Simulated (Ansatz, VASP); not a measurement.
## CrNCl: VASP beside Ansatz

Contents of INCAR:

```
SYSTEM = CrNCl
PREC = Accurate
ENCUT = 600
EDIFF = 1E-7
ISMEAR = 0
SIGMA = 0.1
LREAL = .FALSE.
LASPH = .TRUE.
NELM = 150
ALGO = Normal
ISIF = 3
LWAVE = .FALSE.
LCHARG = .FALSE.
ISPIN = 2
MAGMOM = 3 0 0
LORBIT = 11
LMAXMIX = 4
GGA = PE
IBRION = 2
NSW = 90
EDIFFG = -0.04
```

KPOINTS

```
Automatic mesh
0
G
  6 6 6
  0 0 0
```

Contents of POSCAR:

```
CrNCl
1.0
    3.7779928800      0.0000000000      0.0000000000
   -1.8889964400      3.2718378100      0.0000000000
    0.0000000000      0.0000000000      3.7040724900
Cr N Cl
1 1 1
Direct
    0.3333333300      0.6666666700      0.5000000000
    0.0000000000      0.0000000000      0.5000000000
    0.6666666700      0.3333333300      0.0000000000
```

Input for Ansatz:

```yaml
crystal:
  lattice:
    - [3.77799288, 0.0, 0.0]
    - [-1.88899644, 3.27183781, 0.0]
    - [0.0, 0.0, 3.70407249]
  atoms:
    - { symbol: Cr, position: [0.33333333, 0.66666667, 0.5], spin: 3.0 }
    - { symbol: "N", position: [0.0, 0.0, 0.5] }
    - { symbol: Cl, position: [0.66666667, 0.33333333, 0.0] }
basis:
  ecutwfc: 420
kpoints:
  mp_grid: { grid: [6, 6, 6] }
hamiltonian:
  xc: pbe
scf:
  occupations: { method: gaussian, width: 0.1 }
  lower_state_search: "off"
output:
  forces: true
  stress: true
  eigenvalues: true
  populations: true
magnetization:
  spin_polarized: true
relax:
  adjacent_minimum: "off"
  f_tol: 0.04
  max_steps: 70
  cell: { stress_tol: 0.4 }
```

Change from the starting cell: species swapped into the CeNiAs type (P-6m2, No. 187).

Alike in both runs: task relaxation of cell and atoms; functional PBE; k mesh 6 × 6 × 6; occupations gaussian, width 0.1 eV; collinear spin.

```csv
,VASP,Ansatz
version,VASP 6.6.1,Ansatz 0.2.0
potentials or method,"VASP PAW PBE potentials, release 64 (Cr_pv, N, Cl), cutoff 600 eV","scalar-relativistic, plane waves, PAW"
valence electrons in the cell,24,26
```

Ansatz gave:

| Property | Result |
| --- | --- |
| gap on the k mesh at the Fermi level, each at its own relaxed structure (eV) | none |
| net moment per atom (μB) | 0.65 |
| size of the moment on the site where the two differ most (μB) | 1.83 |
| relaxed volume (Å³/atom) | 14.06 |
| relaxed cell length with the largest relative difference (Å) | 4.691 |

Q: Which values does VASP return?

A: gap on the k mesh at the Fermi level, each at its own relaxed structure (eV): none; net moment per atom (μB): 0.65; size of the moment on the site where the two differ most (μB): 2.30; relaxed volume (Å³/atom): 13.99; relaxed cell length with the largest relative difference (Å): 4.651.

Site moments also hang on the region over which each program counts them. A gap of «none» marks a metal or a gap that the smearing closes. VASP's potentials hold 24 valence electrons a cell and Ansatz's 26, so a difference there can come from the potentials and not from the codes.
